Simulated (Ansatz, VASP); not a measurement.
**InSe2 in VASP and in Ansatz**

```
In Se
1.0
     3.73190    0.00000    0.00000
     0.00000    3.73190    0.00000
     0.00000    0.00000    9.73253
In Se
2 4
Direct
  0.00000 0.50000 0.70359
  0.50000 0.00000 0.29641
  0.00000 0.50000 0.36579
  0.50000 0.00000 0.63421
  0.00000 0.00000 0.00000
  0.50000 0.50000 0.00000
```

Change from the starting cell: strain -0.040 along x and y, +0.000 along z, atoms carried along.

Alike in both runs: task single point; functional PBE; k mesh 12 × 12 × 6; occupations gaussian, width 0.15 eV; no spin polarisation.

|  | VASP | Ansatz |
| --- | --- | --- |
| version | VASP 6.6.1 | Ansatz 0.2.0 |
| potentials or method | VASP PAW PBE potentials, release 64 (In_d, Se), cutoff 520 eV | scalar-relativistic, plane waves, PAW |
| valence electrons in the cell | 50 | 90 |

Ansatz gave:

* gap on the k mesh at the Fermi level (eV): none
* pressure (GPa): 7.2
* traceless stress, the component that is largest in VASP (GPa): -5.60
* rms of the force components (eV/Å): 0.140

Question: What did VASP give for the same quantities?

Answer: gap on the k mesh at the Fermi level (eV): none; pressure (GPa): 7.3; traceless stress, the component that is largest in VASP (GPa): -5.64; rms of the force components (eV/Å): 0.140.

Atom by atom the forces differ by 0.001 eV/Å (rms over components). A gap of «none» marks a metal or a gap that the smearing closes. VASP's potentials hold 50 valence electrons a cell and Ansatz's 90, so a difference there can come from the potentials and not from the codes.
